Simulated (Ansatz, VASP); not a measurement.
Ta: VASP beside Ansatz

The input POSCAR:

```
Ta
1.0
    0.0000000000      2.0505446370      2.0505446370
    2.0505446370      0.0000000000      2.0505446370
    2.0505446370      2.0505446370      0.0000000000
Ta
1
Direct
    0.0000000000      0.0000000000      0.0000000000
```

The input INCAR.step1:

```
SYSTEM = Ta
ALGO = Normal
EDIFF = 1E-5
ENCUT = 440
GGA = PE
GGA_COMPAT = .FALSE.
ISMEAR = -1
LASPH = .TRUE.
LCHARG = .FALSE.
LREAL = .FALSE.
LWAVE = .TRUE.
NBANDS = 12
NELM = 120
PREC = Accurate
SIGMA = 0.08
```

The input INCAR.step2:

```
SYSTEM = Ta
ALGO = Normal
EDIFF = 1E-8
ENCUT = 440
GGA_COMPAT = .FALSE.
ISIF = 2
ISMEAR = -1
ISTART = 1
LASPH = .TRUE.
LCHARG = .FALSE.
LEFG = .TRUE.
LMIXTAU = .TRUE.
LREAL = .FALSE.
LWAVE = .FALSE.
METAGGA = R2SCAN
NBANDS = 12
NELM = 120
PREC = Accurate
SIGMA = 0.08
```

KPOINTS

```
k-points
0
G
  14 14 14
  0 0 0
```

Input for Ansatz:

```yaml
crystal:
  lattice:
    - [0.0, 2.050544637, 2.050544637]
    - [2.050544637, 0.0, 2.050544637]
    - [2.050544637, 2.050544637, 0.0]
  atoms:
    - { symbol: Ta, position: [0.0, 0.0, 0.0] }
kpoints:
  mp_grid: { grid: [14, 14, 14] }
scf:
  occupations: { method: fermi_dirac, width: 0.08 }
hamiltonian:
  xc: r2scan
  pseudopotentials: { kind: all_electron, datasets: crystal }
output:
  forces: true
  stress: true
  eigenvalues: true
  efg: { contact_densities: true }
```

Change from the starting cell: volume scaled by 0.95, crystal datasets.

Alike in both runs: task electric field gradients; functional r2SCAN; k mesh 14 × 14 × 14; occupations fermi-dirac, width 0.08 eV; no spin polarisation.

|  | VASP | Ansatz |
| --- | --- | --- |
| version | VASP 6.6.1 | Ansatz 0.2.0 |
| potentials or method | VASP PAW PBE potentials, release 64 (Ta_pv), cutoff 440 eV | all-electron PAW with datasets made for the crystal, scalar-relativistic |

|  | VASP | Ansatz | Ansatz less VASP |
| --- | --- | --- | --- |
| pressure (GPa) | 18.3 | 17.3 | -0.97 |

VASP's potentials were made for PBE, not for r2SCAN. Ansatz ran all-electron here, and VASP with PAW potentials.

Neither program's run includes spin-orbit coupling.
